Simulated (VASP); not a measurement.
# CO2 (Pa-3) in VASP: single point with PBE+D3(BJ)

Aim: the single point of CO2 with PBE+D3(BJ).

All numbers are computed with VASP 6.6.1; they aren't measurements. Logs are shortened: lines on timing, memory, paths and dates and some standing lists are left out, and cuts for length are marked.

## 1. The cell of the first run

The structure is cubic, space group Pa-3 (No. 205). Conventional cell: a = 5.630 Å, b = 5.630 Å, c = 5.630 Å, α = 90.00°, β = 90.00°, γ = 90.00°. C (site symmetry -3) has 2 O at 1.17 Å within 1.6 Å. Within 1.6 Å of O (site symmetry 3) lie 1 C at 1.17 Å.

## 2. Single point, PBE+D3(BJ)

Input file INCAR:

```
SYSTEM = CO2
  PREC = Accurate
  ENCUT = 1340
  EDIFF = 1E-6
  ISMEAR = 0
  SIGMA = 0.02
  LREAL = .False.
  LASPH = .True.
  NELM = 120
  ALGO = Normal
  ISIF = 2
  LWAVE = .False.
  LCHARG = .False.
  GGA = PE
  IVDW = 12
  NBANDS = 44
  GGA_COMPAT = .False.
```

Input file KPOINTS:

```
Automatic mesh
0
Gamma
  4 4 4
  0 0 0
```

Input file POSCAR:

```
CO2
1.0
    5.6300000000      0.0000000000      0.0000000000
    0.0000000000      5.6300000000      0.0000000000
    0.0000000000      0.0000000000      5.6300000000
C O
4 8
Direct
    0.0000000000      0.0000000000      0.0000000000
    0.5000000000      0.0000000000      0.5000000000
    0.5000000000      0.5000000000      0.0000000000
    0.0000000000      0.5000000000      0.5000000000
    0.1198344481      0.1198344481      0.1198344481
    0.3801655519      0.8801655519      0.6198344481
    0.6198344481      0.3801655519      0.8801655519
    0.8801655519      0.6198344481      0.3801655519
    0.8801655519      0.8801655519      0.8801655519
    0.6198344481      0.1198344481      0.3801655519
    0.3801655519      0.6198344481      0.1198344481
    0.1198344481      0.3801655519      0.6198344481
```

Potentials or basis: VASP PAW PBE potentials, release 64 (C_h, O_h).

The run is started by

```sh
$ cat potpaw_PBE.64/C_h/POTCAR potpaw_PBE.64/O_h/POTCAR > POTCAR
$ mpirun -np 1 vasp_std > vasp.out
```

OUTCAR:

```text
SYSTEM = CO2
   PREC = Accurate
   ENCUT = 1340
   EDIFF = 1E-6
   ISMEAR = 0
   LREAL = .False.
   LASPH = .True.
   NELM = 120
   ISIF = 2
   GGA = PE
   IVDW = 12
 IVDW          = 12

 ion  position               nearest neighbor table
   1  0.000  0.000  0.000-   5 1.17   9 1.17
   2  0.500  0.000  0.500-   6 1.17  10 1.17
   3  0.500  0.500  0.000-   7 1.17  11 1.17
   4  0.000  0.500  0.500-   8 1.17  12 1.17
   5  0.120  0.120  0.120-   1 1.17
   6  0.380  0.880  0.620-   2 1.17
   7  0.620  0.380  0.880-   3 1.17
   8  0.880  0.620  0.380-   4 1.17
   9  0.880  0.880  0.880-   1 1.17
  10  0.620  0.120  0.380-   2 1.17
  11  0.380  0.620  0.120-   3 1.17
  12  0.120  0.380  0.620-   4 1.17

  LATTYP: Found a simple cubic cell.
 ALAT       =     5.6300000000

  Lattice vectors:

 A1 = (   5.6300000000,   0.0000000000,   0.0000000000)
 A2 = (   0.0000000000,   5.6300000000,   0.0000000000)
 A3 = (   0.0000000000,   0.0000000000,   5.6300000000)

Analysis of symmetry for initial positions (statically):
=====================================================================
 Subroutine PRICEL returns:
 Original cell was already a primitive cell.

 Routine SETGRP: Setting up the symmetry group for a
 simple cubic supercell.

 Subroutine GETGRP returns: Found 24 space group operations
 (whereof  6 operations were pure point group operations)
 out of a pool of 48 trial point group operations.

The static configuration has the point symmetry S_6 .
 The point group associated with its full space group is T_h .

Analysis of symmetry for dynamics (positions and initial velocities):
=====================================================================
 Subroutine PRICEL returns:
 Original cell was already a primitive cell.

 Routine SETGRP: Setting up the symmetry group for a
 simple cubic supercell.

 Subroutine GETGRP returns: Found 24 space group operations
 (whereof  6 operations were pure point group operations)
 out of a pool of 48 trial point group operations.

The dynamic configuration has the point symmetry S_6 .
 The point group associated with its full space group is T_h .

 Subroutine INISYM returns: Found 24 space group operations
[... 109 lines left out ...]
   ISIF   =      2    stress and relaxation
   ISYM   =      2    0-nonsym 1-usesym 2-fastsym
   POTIM  = 0.5000    time-step for ionic-motion
   TEBEG  =    0.0;   TEEND  =   0.0 temperature during run
   PSTRESS=    0.0 pullay stress
   NELECT =      64.0000    total number of electrons
   NUPDOWN=      -1.0000    fix difference up-down
   EMIN   =  10.00;   EMAX   =-10.00  energy-range for DOS
   EFERMI =   0.00;   METHOD = LEGACY
   ISMEAR =     0;   SIGMA  =   0.02  broadening in eV -4-tet -1-fermi 0-gaus
   EFERMI_NEDOS =   21; number of points for ismear=-14 and -15
   IALGO  =     38    algorithm
   IMIX   =      4    mixing-type and parameters
     AMIX     =   0.40;   BMIX     =  1.00
     AMIX_MAG =   1.60;   BMIX_MAG =  1.00
  volume/ion in A,a.u.               =      14.87       100.36
  Fermi-wavevector in a.u.,A,eV,Ry     =   1.163125  2.197988 18.406778  1.352860
  Thomas-Fermi vector in A             =   2.299678
   LORBIT       =      0    0 simple, 1 ext, 2 COOP (PROOUT), +10 PAW based schemes
   GGA     = PE    functional components
   LHFCALC =     F    Hartree Fock is set to
   AEXX    =    0.0000 exact exchange contribution
   IVDW    =    12    specifies the selected vdW correction
   LEPSILON=     F    determine dielectric tensor
   LRPA    =     F    only Hartree local field effects (RPA)
 non-spin polarized calculation
 Gauss-broadening in eV      SIGMA  =   0.02
  energy-cutoff  :     1340.00
  volume of cell :      178.45
 maximum number of plane-waves:     19946
 NGX is ok and might be reduce to    70
   NGX = 33   NGY = 33   NGZ = 33

 number of electron      64.0000000 magnetization

 Free energy of the ion-electron system (eV)
  ---------------------------------------------------
  ext. energy  EPLUGINS =         0.00000000
  ---------------------------------------------------
  free energy    TOTEN  =       -93.20836089 eV

  energy without entropy =      -93.20836089  energy(sigma->0) =      -93.20836089

 E-fermi :  -3.0845     XC(G=0):  -7.8390

 val. band max:       -3.1884262941   @ k =   0.0000   0.0000   0.0000
 cond. band min:       3.5989182009   @ k =   0.0000   0.0000   0.0000
 fundamental gap:      6.7873444950
 Fermi energy:        -3.0845403558

 k-point     1 :       0.0000    0.0000    0.0000
  band No.  band energies     occupation
      1     -23.6821      2.00000
      2     -23.4774      2.00000
      3     -23.4774      2.00000
      4     -23.4774      2.00000
      5     -22.5492      2.00000
      6     -22.5492      2.00000
[... 506 lines left out ...]
     43       6.4889      0.00000
     44       6.4889      0.00000

------------------------ aborting loop because EDIFF is reached ----------------------------------------

 Edisp (eV)   -0.83189

 E8    (eV) :    -0.2127

  FORCE on cell =-STRESS in cart. coord.  units (eV):
  Direction    XX          YY          ZZ          XY          YZ          ZX
  --------------------------------------------------------------------------------------
  -------------------------------------------------------------------------------------
  Total       0.12178     0.12178     0.12178     0.00000     0.00000    -0.00000
  in kB       1.09334     1.09334     1.09334     0.00000     0.00000    -0.00000
  external pressure =        1.09 kB  Pullay stress =        0.00 kB

 VOLUME and BASIS-vectors are now :
 -----------------------------------------------------------------------------
  energy-cutoff  :     1340.00
  volume of cell :      178.45
      direct lattice vectors                 reciprocal lattice vectors
     5.630000000  0.000000000  0.000000000     0.177619893  0.000000000  0.000000000
     0.000000000  5.630000000  0.000000000     0.000000000  0.177619893  0.000000000
     0.000000000  0.000000000  5.630000000     0.000000000  0.000000000  0.177619893

 POSITION                                       TOTAL-FORCE (eV/Angst)
 -----------------------------------------------------------------------------------
      0.00000      0.00000      0.00000         0.000000      0.000000     -0.000000
      2.81500      0.00000      2.81500         0.000000      0.000000     -0.000000
      2.81500      2.81500      0.00000         0.000000      0.000000     -0.000000
      0.00000      2.81500      2.81500         0.000000      0.000000     -0.000000
      0.67467      0.67467      0.67467        -0.000073     -0.000073     -0.000073
      2.14033      4.95533      3.48967         0.000073      0.000073     -0.000073
      3.48967      2.14033      4.95533        -0.000073      0.000073      0.000073
      4.95533      3.48967      2.14033         0.000073     -0.000073      0.000073
      4.95533      4.95533      4.95533         0.000073      0.000073      0.000073
      3.48967      0.67467      2.14033        -0.000073     -0.000073      0.000073
      2.14033      3.48967      0.67467         0.000073     -0.000073     -0.000073
      0.67467      2.14033      3.48967        -0.000073      0.000073     -0.000073
 -----------------------------------------------------------------------------------
    total drift:                                0.000000      0.000000     -0.000000

  FREE ENERGIE OF THE ION-ELECTRON SYSTEM (eV)
  ---------------------------------------------------
  free  energy   TOTEN  =       -94.0402483873 eV

  energy  without entropy=      -94.0402483873  energy(sigma->0) =      -94.04024839
```

Wall time 12 min (1 thread of Intel Xeon 6975P-C (Granite Rapids), shared host); peak memory 0.77 GiB.

What came out:

| Quantity | Value |
| --- | --- |
| Free energy | -94.0402 eV |
| Pressure | 0.1 GPa |
| Band gap on the k mesh | 6.79 eV |
| Dispersion energy per atom | -0.069 eV |

A k mesh can miss the band edges. As with any semilocal functional, this PBE gap is likely too small.
